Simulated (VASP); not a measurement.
# W (P6_3/mmc) in VASP: notebook, part 2 of 2

VASP 6.6.1. Earlier steps stand in the parts before.

## Step 4: Single point, r2SCAN

This run uses another cell than the first one: it holds 2 atoms, not 4.

File POSCAR:

```
W
1.0
    2.7554275669      0.0000000000      0.0000000000
   -1.3777137835      2.3862702713      0.0000000000
    0.0000000000      0.0000000000      4.9595005597
W
2
Direct
    0.3333333333      0.6666666667      0.2500000000
    0.6666666667      0.3333333333      0.7500000000
```

File INCAR.step1:

```
SYSTEM = W
PREC = Accurate
ENCUT = 520
ISMEAR = 0
SIGMA = 0.1
LREAL = .False.
LASPH = .True.
NELM = 60
NBANDS = 21
GGA = PE
ALGO = Normal
EDIFF = 1E-4
LWAVE = .True.
LCHARG = .False.
```

File INCAR.step2:

```
SYSTEM = W
PREC = Accurate
ENCUT = 520
EDIFF = 1E-6
ISMEAR = 0
SIGMA = 0.1
LREAL = .False.
LASPH = .True.
NELM = 60
ALGO = Normal
ISIF = 2
LWAVE = .False.
LCHARG = .False.
METAGGA = R2SCAN
LMIXTAU = .True.
NBANDS = 21
ISTART = 1
```

File KPOINTS:

```
regular mesh
0
Gamma
  24 24 12
  0 0 0
```

Potentials or basis: VASP PAW PBE potentials, release 64 (W_sv).

Launch:

```
> cat potpaw_PBE.64/W_sv/POTCAR > POTCAR
> cp INCAR.step1 INCAR
> mpirun -np 1 vasp_std > vasp.out
> cp INCAR.step2 INCAR
> mpirun -np 1 vasp_std > vasp.out
```

OUTCAR:

```text
SYSTEM = W
   PREC = Accurate
   ENCUT = 520
   EDIFF = 1E-6
   ISMEAR = 0
   LREAL = .False.
   LASPH = .True.
   NELM = 60
   ISIF = 2
   METAGGA = R2SCAN
   ISTART = 1

 ion  position               nearest neighbor table
   1  0.333  0.667  0.250-   2 2.95   2 2.95   2 2.95   2 2.95   2 2.95   2 2.95
   2  0.667  0.333  0.750-   1 2.95   1 2.95   1 2.95   1 2.95   1 2.95   1 2.95

  LATTYP: Found a hexagonal cell.
 ALAT       =     2.7554275669
 C/A-ratio  =     1.7999023525

  Lattice vectors:

 A1 = (   2.7554275669,   0.0000000000,   0.0000000000)
 A2 = (  -1.3777137835,   2.3862702713,   0.0000000000)
 A3 = (   0.0000000000,   0.0000000000,   4.9595005597)

Analysis of symmetry for initial positions (statically):
=====================================================================
 Subroutine PRICEL returns:
 Original cell was already a primitive cell.

 Routine SETGRP: Setting up the symmetry group for a
 hexagonal supercell.

 Subroutine GETGRP returns: Found 24 space group operations
 (whereof 12 operations were pure point group operations)
 out of a pool of 24 trial point group operations.

The static configuration has the point symmetry D_3d.
 The point group associated with its full space group is D_6h.

Analysis of symmetry for dynamics (positions and initial velocities):
=====================================================================
 Subroutine PRICEL returns:
 Original cell was already a primitive cell.

 Routine SETGRP: Setting up the symmetry group for a
 hexagonal supercell.

 Subroutine GETGRP returns: Found 24 space group operations
 (whereof 12 operations were pure point group operations)
 out of a pool of 24 trial point group operations.

The dynamic configuration has the point symmetry D_3d.
[... 112 lines left out ...]
   NUPDOWN=      -1.0000    fix difference up-down
   EMIN   =  10.00;   EMAX   =-10.00  energy-range for DOS
   EFERMI =   0.00;   METHOD = LEGACY
   ISMEAR =     0;   SIGMA  =   0.10  broadening in eV -4-tet -1-fermi 0-gaus
   EFERMI_NEDOS =   21; number of points for ismear=-14 and -15
   IALGO  =     38    algorithm
   IMIX   =      4    mixing-type and parameters
     AMIX     =   0.40;   BMIX     =  1.00
     AMIX_MAG =   1.60;   BMIX_MAG =  1.00
  volume/ion in A,a.u.               =      16.30       110.03
  Fermi-wavevector in a.u.,A,eV,Ry     =   1.556009  2.940430 32.941918  2.421163
  Thomas-Fermi vector in A             =   2.659867
   LORBIT       =      0    0 simple, 1 ext, 2 COOP (PROOUT), +10 PAW based schemes
   METAGGA = R2SCAN    functional components
   LHFCALC =     F    Hartree Fock is set to
   AEXX    =    0.0000 exact exchange contribution
   IVDW    =     0    specifies the selected vdW correction
   LEPSILON=     F    determine dielectric tensor
   LRPA    =     F    only Hartree local field effects (RPA)
 non-spin polarized calculation
 Gauss-broadening in eV      SIGMA  =   0.10
  energy-cutoff  :      520.00
  volume of cell :       32.61
 maximum number of plane-waves:       894
   NGX = 11   NGY = 11   NGZ = 19

 number of electron      28.0000006 magnetization

 Free energy of the ion-electron system (eV)
  ---------------------------------------------------
  ext. energy  EPLUGINS =         0.00000000
  ---------------------------------------------------
  free energy    TOTEN  =      -101.57151959 eV

  energy without entropy =     -101.56298545  energy(sigma->0) =     -101.56725252

 E-fermi :  10.5578     XC(G=0): -14.7543

 val. band max:       10.5548861595   @ k =   0.3333   0.0417   0.4167
 cond. band min:      10.5622013063   @ k =   0.0417   0.0000   0.2500
 fundamental gap:      0.0073151469
 Fermi energy:        10.5578224930

 k-point     1 :       0.0000    0.0000    0.0000
  band No.  band energies     occupation
      1     -65.1707      2.00000
      2     -65.0913      2.00000
      3     -29.2742      2.00000
      4     -28.3035      2.00000
      5     -28.0602      2.00000
      6     -28.0602      2.00000
[... 565 lines left out ...]
     20      18.5579      0.00000
     21      21.6814      0.00000

 [... further k-points ...]

------------------------ aborting loop because EDIFF is reached ----------------------------------------

  FORCE on cell =-STRESS in cart. coord.  units (eV):
  Direction    XX          YY          ZZ          XY          YZ          ZX
  --------------------------------------------------------------------------------------
  -------------------------------------------------------------------------------------
  Total        0.2365928      0.2365928      0.2275463     -0.0000000     -0.0000000      0.0000000
  in kB       11.6242651     11.6242651     11.1797957     -0.0000000     -0.0000000      0.0000000
  external PRESSURE =      11.4761086 kB  Pullay stress =       0.0000000 kB

 VOLUME and BASIS-vectors are now :
 -----------------------------------------------------------------------------
  energy-cutoff  :      520.00
  volume of cell :       32.61
      direct lattice vectors                 reciprocal lattice vectors
     2.755427567  0.000000000  0.000000000     0.362920083  0.209532007  0.000000000
    -1.377713783  2.386270271  0.000000000     0.000000000  0.419064015  0.000000000
     0.000000000  0.000000000  4.959500560     0.000000000  0.000000000  0.201633206

 POSITION                                       TOTAL-FORCE (eV/Angst)
 -----------------------------------------------------------------------------------
     -0.00000      1.59085      1.23988        -0.000000      0.000000      0.000000
      1.37771      0.79542      3.71963         0.000000     -0.000000      0.000000
 -----------------------------------------------------------------------------------
    total drift:                               -0.000000      0.000000     -0.000000

  FREE ENERGIE OF THE ION-ELECTRON SYSTEM (eV)
  ---------------------------------------------------
  free  energy   TOTEN  =      -101.5715195883 eV

  energy  without entropy=     -101.5629854470  energy(sigma->0) =     -101.56725252
```

OUTCAR.step1:

```text
SYSTEM = W
   PREC = Accurate
   ENCUT = 520
   ISMEAR = 0
   LREAL = .False.
[... 801 lines left out ...]
     -0.00000      1.59085      1.23988        -0.000000     -0.000000      0.000000
      1.37771      0.79542      3.71963         0.000000      0.000000      0.000000
 -----------------------------------------------------------------------------------
    total drift:                               -0.000000      0.000000     -0.000000

  FREE ENERGIE OF THE ION-ELECTRON SYSTEM (eV)
  ---------------------------------------------------
  free  energy   TOTEN  =       -24.9039731854 eV

  energy  without entropy=      -24.8938786396  energy(sigma->0) =      -24.89892591
```

OSZICAR.step1:

```text
N       E                     dE             d eps       ncg     rms          rms(c)
DAV:   1     0.292921865300E+03    0.29292E+03   -0.17217E+04 17974   0.157E+03
DAV:   2    -0.166407418454E+02   -0.30956E+03   -0.30217E+03 19524   0.465E+02
DAV:   3    -0.260136348857E+02   -0.93729E+01   -0.91825E+01 20562   0.815E+01
DAV:   4    -0.261052627727E+02   -0.91628E-01   -0.91530E-01 18979   0.855E+00
DAV:   5    -0.261062321963E+02   -0.96942E-03   -0.96941E-03 20239   0.896E-01    0.277E+01
DAV:   6    -0.251578823446E+02    0.94835E+00   -0.11613E+00 19354   0.104E+01    0.110E+01
DAV:   7    -0.249124989981E+02    0.24538E+00   -0.61721E-01 20132   0.696E+00    0.711E-01
DAV:   8    -0.249040683012E+02    0.84307E-02   -0.12156E-02 18274   0.110E+00    0.115E-01
DAV:   9    -0.249039731854E+02    0.95116E-04   -0.37208E-04 20502   0.167E-01
   1 F= -.24903973E+02 E0= -.24898926E+02  d E =-.100945E-01
```

Wall time 22 min (1 thread of AMD EPYC 9755, shared host); peak memory 0.3 GiB.

Results:

- Free energy: -101.5715 eV
- Pressure: 1.1 GPa
- Band gap on the k mesh: zero (band 14 reaches 11.93 eV, above the bottom of band 15 at 10.04 eV)

Caveat: the PAW data sets were made with another functional, which shifts forces and pressure a little; spin-orbit coupling is left out, which moves the levels of the heavy elements.

## Step 5: The runs side by side

| task | cell | k mesh | cutoff (eV) | gap on the mesh (eV) | pressure (GPa) | largest force (eV/Å) |
| --- | --- | --- | --- | --- | --- | --- |
| single point | a = 2.748, b = 2.748, c = 10.273 Å, angles 90.0, 90.0, 120.0°, 4 atoms | 9 × 9 × 2 | 520 | none | 1.1 | 0.02 |
| relaxation of cell and atoms | relaxed from a = 2.753, b = 2.753, c = 10.185 Å, angles 90.0, 90.0, 120.0°, 4 atoms | 9 × 9 × 2 | 600 | none | 0.0 | 0.01 |
| single point | a = 2.755, b = 2.755, c = 4.960 Å, angles 90.0, 90.0, 120.0°, 2 atoms | 24 × 24 × 12 | 520 | none | 1.1 | - |

Alike in all rows: level r2SCAN; potentials or basis VASP PAW PBE potentials, release 64 (W_sv); no spin polarisation; smearing gaussian 0.1 eV.

Caveats: the PAW data sets were made with another functional, which shifts forces and pressure a little; spin-orbit coupling is left out, which moves the levels of the heavy elements.

Absolute energies hang on the potentials; compare differences alone.
